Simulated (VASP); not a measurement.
# Bi2S3 (Pnma) in VASP: a series of runs

The runs below take Bi2S3 through electric field gradients, with PBE.

All numbers are computed with VASP 6.6.1; they aren't measurements. Logs are shortened: lines on timing, memory, paths and dates and some standing lists are left out, and cuts for length are marked.

### Step 1. The cell of the first run

It takes space group Pnma (No. 62, orthorhombic). The conventional cell has a = 11.354 Å, b = 3.991 Å, c = 11.188 Å, α = 90.00°, β = 90.00°, γ = 90.00°. Within 3.5 Å of Bi (site symmetry m) lie 7 S at 2.68 to 3.41 Å. Within 3.4 Å of Bi (site symmetry m) lie 7 S at 2.59 to 3.32 Å. S (site symmetry m) has 4 Bi at 2.72 to 3.41 Å and 5 S at 3.32 to 3.69 Å within 3.7 Å. S (site symmetry m) has 5 Bi at 2.59 to 3.07 Å within 3.4 Å. S (site symmetry m) has 5 Bi at 2.68 to 3.32 Å and 6 S at 3.32 to 3.79 Å within 3.8 Å.

### Step 2. Electric field gradients, PBE

The input, INCAR:

```
PREC = Accurate ; ENCUT = 520
EDIFF = 1E-8 ; ISMEAR = -1
SIGMA = 0.02 ; LREAL = Auto
LASPH = True ; NELM = 60
ALGO = Normal ; ISIF = 2
LWAVE = False ; LCHARG = False
GGA = PE ; LEFG = True
NBANDS = 112 ; KPAR = 4
```

The input, KPOINTS:

```
regular mesh
0
Gamma
  3 7 3
```

The input, POSCAR:

```
Bi2S3
1.0
   11.3540000000      0.0000000000      0.0000000000
    0.0000000000      3.9911000000      0.0000000000
    0.0000000000      0.0000000000     11.1880000000
Bi S
8 12
Direct
    0.4833000000      0.2500000000      0.3256000000
    0.0167000000      0.7500000000      0.8256000000
    0.9833000000      0.2500000000      0.1744000000
    0.5167000000      0.7500000000      0.6744000000
    0.3408000000      0.7500000000      0.0341000000
    0.1592000000      0.2500000000      0.5341000000
    0.8408000000      0.7500000000      0.4659000000
    0.6592000000      0.2500000000      0.9659000000
    0.2829000000      0.2500000000      0.1920000000
    0.2171000000      0.7500000000      0.6920000000
    0.7829000000      0.2500000000      0.3080000000
    0.7171000000      0.7500000000      0.8080000000
    0.5492000000      0.7500000000      0.1287000000
    0.9508000000      0.2500000000      0.6287000000
    0.0492000000      0.7500000000      0.3713000000
    0.4508000000      0.2500000000      0.8713000000
    0.3752000000      0.7500000000      0.4425000000
    0.1248000000      0.2500000000      0.9425000000
    0.8752000000      0.7500000000      0.0575000000
    0.6248000000      0.2500000000      0.5575000000
```

Potentials or basis: VASP PAW PBE potentials, release 64 (Bi_d, S).

Launch:

```bash
$ cat potpaw_PBE.64/Bi_d/POTCAR potpaw_PBE.64/S/POTCAR > POTCAR
$ mpirun -np 4 vasp_std > vasp.out
```

OUTCAR:

```text
PREC = Accurate
   ENCUT = 520
   EDIFF = 1E-8
   ISMEAR = -1
   LREAL = Auto
   LASPH = True
   NELM = 60
   ISIF = 2
   GGA = PE

 ion  position               nearest neighbor table
   1  0.483  0.250  0.326-  17 2.68  17 2.68   9 2.72  20 3.05  13 3.07  13 3.07
   2  0.017  0.750  0.826-  18 2.68  18 2.68  10 2.72  19 3.05  14 3.07  14 3.07
   3  0.983  0.250  0.174-  19 2.68  19 2.68  11 2.72  18 3.05  15 3.07  15 3.07
   4  0.517  0.750  0.674-  20 2.68  20 2.68  12 2.72  17 3.05  16 3.07  16 3.07
   5  0.341  0.750  0.034-  13 2.59   9 2.75   9 2.75  16 2.98  16 2.98  18 3.32  18 3.32
   6  0.159  0.250  0.534-  14 2.59  10 2.75  10 2.75  15 2.98  15 2.98  17 3.32  17 3.32
   7  0.841  0.750  0.466-  15 2.59  11 2.75  11 2.75  14 2.98  14 2.98  20 3.32  20 3.32
   8  0.659  0.250  0.966-  16 2.59  12 2.75  12 2.75  13 2.98  13 2.98  19 3.32  19 3.32
   9  0.283  0.250  0.192-   1 2.72   5 2.75   5 2.75
  10  0.217  0.750  0.692-   2 2.72   6 2.75   6 2.75
  11  0.783  0.250  0.308-   3 2.72   7 2.75   7 2.75
  12  0.717  0.750  0.808-   4 2.72   8 2.75   8 2.75
  13  0.549  0.750  0.129-   5 2.59   8 2.98   8 2.98   1 3.07   1 3.07
  14  0.951  0.250  0.629-   6 2.59   7 2.98   7 2.98   2 3.07   2 3.07
  15  0.049  0.750  0.371-   7 2.59   6 2.98   6 2.98   3 3.07   3 3.07
  16  0.451  0.250  0.871-   8 2.59   5 2.98   5 2.98   4 3.07   4 3.07
  17  0.375  0.750  0.443-   1 2.68   1 2.68   4 3.05   6 3.32   6 3.32
  18  0.125  0.250  0.943-   2 2.68   2 2.68   3 3.05   5 3.32   5 3.32
  19  0.875  0.750  0.057-   3 2.68   3 2.68   2 3.05   8 3.32   8 3.32
  20  0.625  0.250  0.557-   4 2.68   4 2.68   1 3.05   7 3.32   7 3.32

  LATTYP: Found a simple orthorhombic cell.
 ALAT       =     3.9911000000
 B/A-ratio  =     2.8032372028
 C/A-ratio  =     2.8448297462

  Lattice vectors:

 A1 = (   0.0000000000,   3.9911000000,   0.0000000000)
 A2 = (   0.0000000000,   0.0000000000,  11.1880000000)
 A3 = (  11.3540000000,   0.0000000000,   0.0000000000)

Analysis of symmetry for initial positions (statically):
=====================================================================
 Subroutine PRICEL returns:
 Original cell was already a primitive cell.

 Routine SETGRP: Setting up the symmetry group for a
 simple orthorhombic supercell.

 Subroutine GETGRP returns: Found  8 space group operations
 (whereof  2 operations were pure point group operations)
 out of a pool of  8 trial point group operations.

The static configuration has the point symmetry S_2 .
 The point group associated with its full space group is D_2h.

Analysis of symmetry for dynamics (positions and initial velocities):
=====================================================================
 Subroutine PRICEL returns:
 Original cell was already a primitive cell.

 Routine SETGRP: Setting up the symmetry group for a
 simple orthorhombic supercell.

 Subroutine GETGRP returns: Found  8 space group operations
 (whereof  2 operations were pure point group operations)
 out of a pool of  8 trial point group operations.

The dynamic configuration has the point symmetry S_2 .
 The point group associated with its full space group is D_2h.

 Subroutine INISYM returns: Found  8 space group operations
 (whereof  2 operations are pure point group operations),
 and found     1 'primitive' translations

----------------------------------------------------------------------------------------

                                     Primitive cell

  volume of cell :     506.9837

  direct lattice vectors                    reciprocal lattice vectors
    11.354000000  0.000000000  0.000000000     0.088074687  0.000000000  0.000000000
     0.000000000  3.991100000  0.000000000     0.000000000  0.250557490  0.000000000
     0.000000000  0.000000000 11.188000000     0.000000000  0.000000000  0.089381480

  length of vectors
    11.354000000  3.991100000 11.188000000     0.088074687  0.250557490  0.089381480

  position of ions in fractional coordinates (direct lattice)
     0.483300000  0.250000000  0.325600000
     0.016700000  0.750000000  0.825600000
     0.983300000  0.250000000  0.174400000
     0.516700000  0.750000000  0.674400000
     0.340800000  0.750000000  0.034100000
     0.159200000  0.250000000  0.534100000
[... 12 lines left out ...]
     0.875200000  0.750000000  0.057500000
     0.624800000  0.250000000  0.557500000

  ion indices of the primitive-cell ions
   primitive index   ion index
                 1           1
                 2           2
                 3           3
                 4           4
                 5           5
[... 64 lines left out ...]
   dimension x,y,z NGXF=   168 NGYF=   60 NGZF=  168
   ions per type =               8  12
   NGX,Y,Z   is equivalent  to a cutoff of  12.30, 12.50, 12.48 a.u.
   NGXF,Y,Z  is equivalent  to a cutoff of  24.60, 24.99, 24.96 a.u.
 SYSTEM =  unknown system
   PREC   = accura    normal or accurate (medium, high low for compatibility)
   ISTART =      0    job   : 0-new  1-cont  2-samecut
   ICHARG =      2    charge: 1-file 2-atom 10-const
   ISPIN  =      1    spin polarized calculation?
   LNONCOLLINEAR =      F non collinear calculations
   LSORBIT =      F    spin-orbit coupling
   LASPH  =      T    aspherical Exc in radial PAW
   ENCUT  =  520.0 eV  38.22 Ry    6.18 a.u.  21.11  7.42 20.80*2*pi/ulx,y,z
   NELM   =     60;   NELMIN=  2; NELMDL= -5     # of ELM steps
   EDIFF  = 0.1E-07   stopping-criterion for ELM
   LREAL  =      T    real-space projection
   EDIFFG = 0.1E-06   stopping-criterion for IOM
   NSW    =      0    number of steps for IOM
   IBRION =     -1    ionic relax: 0-MD 1-quasi-New 2-CG
   NFREE  =      0    steps in history (QN), initial steepest desc. (CG)
   ISIF   =      2    stress and relaxation
   ISYM   =      2    0-nonsym 1-usesym 2-fastsym
   POTIM  = 0.5000    time-step for ionic-motion
   TEBEG  =    0.0;   TEEND  =   0.0 temperature during run
   PSTRESS=    0.0 pullay stress
   NELECT =     192.0000    total number of electrons
   NUPDOWN=      -1.0000    fix difference up-down
   EMIN   =  10.00;   EMAX   =-10.00  energy-range for DOS
   EFERMI =   0.00;   METHOD = LEGACY
   ISMEAR =    -1;   SIGMA  =   0.02  broadening in eV -4-tet -1-fermi 0-gaus
   EFERMI_NEDOS =   21; number of points for ismear=-14 and -15
   IALGO  =     38    algorithm
   IMIX   =      4    mixing-type and parameters
     AMIX     =   0.40;   BMIX     =  1.00
     AMIX_MAG =   1.60;   BMIX_MAG =  1.00
  volume/ion in A,a.u.               =      25.35       171.06
  Fermi-wavevector in a.u.,A,eV,Ry     =   1.184433  2.238254 19.087370  1.402882
  Thomas-Fermi vector in A             =   2.320648
   LORBIT       =      0    0 simple, 1 ext, 2 COOP (PROOUT), +10 PAW based schemes
   GGA     = PE    functional components
   LHFCALC =     F    Hartree Fock is set to
   AEXX    =    0.0000 exact exchange contribution
   IVDW    =     0    specifies the selected vdW correction
   LEPSILON=     F    determine dielectric tensor
   LRPA    =     F    only Hartree local field effects (RPA)
 non-spin polarized calculation
  energy-cutoff  :      520.00
  volume of cell :      506.98
 maximum number of plane-waves:     13701
   NGX = 43   NGY = 15   NGZ = 41

 number of electron     192.0000027 magnetization

 Free energy of the ion-electron system (eV)
  ---------------------------------------------------
  ext. energy  EPLUGINS =         0.00000000
  ---------------------------------------------------
  free energy    TOTEN  =       -87.52118021 eV

  energy without entropy =      -87.52118021  energy(sigma->0) =      -87.52118021

 E-fermi :   5.5760     XC(G=0):  -9.6562

 val. band max:        5.1297896525   @ k =   0.3333   0.0000   0.0000
 cond. band min:       6.5156907012   @ k =   0.0000   0.0000   0.0000
 fundamental gap:      1.3859010488
 Fermi energy:         5.5759864022

 k-point     1 :       0.0000    0.0000    0.0000
  band No.  band energies     occupation
      1     -17.4273      2.00000
      2     -17.4266      2.00000
      3     -17.4233      2.00000
      4     -17.4233      2.00000
      5     -17.4078      2.00000
      6     -17.4076      2.00000
[... 1765 lines left out ...]
    107       8.7440      0.00000
    108       8.8915      0.00000
 [bands above 108 left out]

------------------------ aborting loop because EDIFF is reached ----------------------------------------

  FORCE on cell =-STRESS in cart. coord.  units (eV):
  Direction    XX          YY          ZZ          XY          YZ          ZX
  --------------------------------------------------------------------------------------
  -------------------------------------------------------------------------------------
  Total        5.5657762      4.5071520      3.8156777      0.0000000     -0.0000000      0.0000000
  in kB       17.5890492     14.2435693     12.0583619      0.0000000     -0.0000000      0.0000000
  external PRESSURE =      14.6303268 kB  Pullay stress =       0.0000000 kB

 VOLUME and BASIS-vectors are now :
 -----------------------------------------------------------------------------
  energy-cutoff  :      520.00
  volume of cell :      506.98
      direct lattice vectors                 reciprocal lattice vectors
    11.354000000  0.000000000  0.000000000     0.088074687  0.000000000  0.000000000
     0.000000000  3.991100000  0.000000000     0.000000000  0.250557490  0.000000000
     0.000000000  0.000000000 11.188000000     0.000000000  0.000000000  0.089381480

 POSITION                                       TOTAL-FORCE (eV/Angst)
 -----------------------------------------------------------------------------------
      5.48739      0.99777      3.64281         0.065137      0.000000     -0.027247
      0.18961      2.99333      9.23681        -0.065137     -0.000000     -0.027247
     11.16439      0.99777      1.95119         0.065137      0.000000      0.027247
      5.86661      2.99333      7.54519        -0.065137      0.000000      0.027247
      3.86944      2.99333      0.38151        -0.159859     -0.000000     -0.141665
      1.80756      0.99777      5.97551         0.159859      0.000000     -0.141665
[... 12 lines left out ...]
      9.93702      2.99333      0.64331         0.064554      0.000000     -0.090566
      7.09398      0.99777      6.23731        -0.064554      0.000000     -0.090566
 -----------------------------------------------------------------------------------
    total drift:                               -0.000000     -0.000000      0.000000

  FREE ENERGIE OF THE ION-ELECTRON SYSTEM (eV)
  ---------------------------------------------------
  free  energy   TOTEN  =       -87.5211802140 eV

  energy  without entropy=      -87.5211802140  energy(sigma->0) =      -87.52118021

 Electric field gradients (V/A^2)
---------------------------------------------------------------------
 ion       V_xx      V_yy      V_zz      V_xy      V_xz      V_yz
---------------------------------------------------------------------
   1     -83.787   -11.727    95.514    -0.000    15.937     0.000
   2     -83.787   -11.727    95.514    -0.000   -15.937    -0.000
   3     -83.787   -11.727    95.514    -0.000   -15.937    -0.000
   4     -83.787   -11.727    95.514    -0.000    15.937     0.000
   5     -84.661   115.689   -31.028     0.000  -177.102     0.000
   6     -84.661   115.689   -31.028     0.000   177.102    -0.000
[... 12 lines left out ...]
  19     -38.019    54.877   -16.858    -0.000    61.110    -0.000
  20     -38.019    54.877   -16.858    -0.000   -61.110     0.000
---------------------------------------------------------------------

 Electric field gradients after diagonalization (V/A^2)
 (convention: |V_zz| > |V_xx| > |V_yy|)
----------------------------------------------------------------------
 ion       V_xx      V_yy      V_zz     asymmetry (V_yy - V_xx)/ V_zz
----------------------------------------------------------------------
   1     -85.192   -11.727    96.919       0.758
   2     -85.192   -11.727    96.919       0.758
   3     -85.192   -11.727    96.919       0.758
   4     -85.192   -11.727    96.919       0.758
   5     121.276   115.689  -236.965       0.024
   6     121.276   115.689  -236.965       0.024
[... 12 lines left out ...]
  19      54.877    34.581   -89.458       0.227
  20      54.877    34.581   -89.458       0.227
----------------------------------------------------------------------

           NMR quadrupolar parameters

 Cq : quadrupolar parameter    Cq=e*Q*V_zz/h
 eta: asymmetry parameters     (V_yy - V_xx)/ V_zz
 Q  : nuclear electric quadrupole moment in mb (millibarn)
----------------------------------------------------------------------
 ion       Cq(MHz)       eta       Q (mb)
----------------------------------------------------------------------
   1       0.234       0.758       1.000
   2       0.234       0.758       1.000
   3       0.234       0.758       1.000
   4       0.234       0.758       1.000
   5      -0.573       0.024       1.000
   6      -0.573       0.024       1.000
[... 12 lines left out ...]
  19      -0.216       0.227       1.000
  20      -0.216       0.227       1.000
----------------------------------------------------------------------
```

Run time: 5 min. Hardware: 4 MPI ranks of AMD EPYC 9R45 (Zen 5), shared host; peak memory 0.82 GiB.

What came out:

| Item | Value |
| --- | --- |
| Free energy | -87.5212 eV |
| Pressure | 1.5 GPa |
| Largest force | 0.214 eV/Å |
| Band gap on the k mesh | 1.39 eV (least direct gap 1.50 eV) |
| Largest electric field gradient by atom | Bi +96.9, -237.0 (each value once); S -24.6, +45.7, -89.5 (each value once) V/Å² |

Forces on the atoms (eV/Å):
```
Bi   0.065  0.000 -0.027
Bi  -0.065  0.000 -0.027
Bi   0.065  0.000  0.027
Bi  -0.065  0.000  0.027
Bi  -0.160  0.000 -0.142
Bi   0.160  0.000 -0.142
Bi  -0.160  0.000  0.142
Bi   0.160  0.000  0.142
S    0.045  0.000  0.063
S   -0.045  0.000  0.063
S    0.045  0.000 -0.063
S   -0.045  0.000 -0.063
S    0.137  0.000  0.129
S   -0.137  0.000  0.129
S    0.137  0.000 -0.129
S   -0.137  0.000 -0.129
S    0.065  0.000  0.091
S   -0.065  0.000  0.091
S    0.065  0.000 -0.091
S   -0.065  0.000 -0.091
```

Electric field gradients, principal values (V/Å²):
```
atom    least   middle  greatest (by size)
1 Bi  -11.727  -85.192              96.919
2 Bi  -11.727  -85.192              96.919
3 Bi  -11.727  -85.192              96.919
4 Bi  -11.727  -85.192              96.919
5 Bi  115.689  121.276            -236.965
6 Bi  115.689  121.276            -236.965
7 Bi  115.689  121.276            -236.965
8 Bi  115.689  121.276            -236.965
 9 S    8.692   15.939             -24.631
10 S    8.692   15.939             -24.631
11 S    8.692   15.939             -24.631
12 S    8.692   15.939             -24.631
13 S   -2.778  -42.878              45.656
14 S   -2.778  -42.878              45.656
15 S   -2.778  -42.878              45.656
16 S   -2.778  -42.878              45.656
17 S   34.581   54.877             -89.458
18 S   34.581   54.877             -89.458
19 S   34.581   54.877             -89.458
20 S   34.581   54.877             -89.458
```

Caveat: without QUAD_EFG the Cq values of the log hold for a quadrupole moment of 1 mb, not for the nuclei; spin-orbit coupling is left out, which moves the levels of the heavy elements. A k mesh can miss the band edges.

(Continued in part 2 of 2.)
